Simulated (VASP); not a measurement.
Set up this calculation in VASP 6.6.1, as the native input.

* Task: single point
* Functional: PBEsol
* Potentials or basis: VASP PAW PBE potentials, release 64 (Li_sv, Mg, B, N)
* Cutoff: 750 eV
* k mesh: 8 × 8 × 8
* Occupations: gaussian, width 0.05 eV
* Spin: no spin polarisation
* Dipole correction: no
* Further INCAR settings: ALGO = Normal; EDIFF = 1e-06; NBANDS = 17

The structure of LiMgBN2 lies in POSCAR:

```
LiMgBN2
1.0
   -2.0215500000      2.0215500000      4.9547000000
    2.0215500000     -2.0215500000      4.9547000000
    2.0215500000      2.0215500000     -4.9547000000
Li Mg B N
1 1 1 2
Direct
    0.2500000000      0.7500000000      0.5000000000
    0.7500000000      0.2500000000      0.5000000000
    0.5000000000      0.5000000000      0.0000000000
    0.6517393865      0.6517393865      0.0000000000
    0.3482606135      0.3482606135      0.0000000000
```

One way to write it, as run:

INCAR

```
SYSTEM = LiMgBN2
  PREC = Accurate
  ENCUT = 750
  EDIFF = 1E-6
  ISMEAR = 0
  SIGMA = 0.05
  LREAL = .FALSE.
  LASPH = .TRUE.
  NELM = 120
  ALGO = Normal
  ISIF = 2
  LWAVE = .FALSE.
  LCHARG = .TRUE.
  GGA = PS
  LELF = .TRUE.
  LVHAR = .TRUE.
  NBANDS = 17
  GGA_COMPAT = .FALSE.
```

KPOINTS

```
regular mesh
0
G
  8 8 8
  0 0 0
```

Potentials or basis: VASP PAW PBE potentials, release 64 (Li_sv, Mg, B, N).

Command:

```bash
$ cat potpaw_PBE.64/Li_sv/POTCAR potpaw_PBE.64/Mg/POTCAR potpaw_PBE.64/B/POTCAR potpaw_PBE.64/N/POTCAR > POTCAR
$ mpirun -np 1 vasp_std > vasp.out
```

Results of the run:

```yaml
Pressure: -19.1 GPa
Largest_force: 4.109 eV/Å
Band_gap_on_the_k_mesh: 1.90 eV (least direct gap 2.92 eV)
```

Caveat: the cell stands under tension; the PAW data sets were made with another functional, which shifts forces and pressure a little.

Wall time 6.4 min on 1 thread of Intel Xeon 8259CL, with other jobs on the host, peak memory 0.51 GiB.
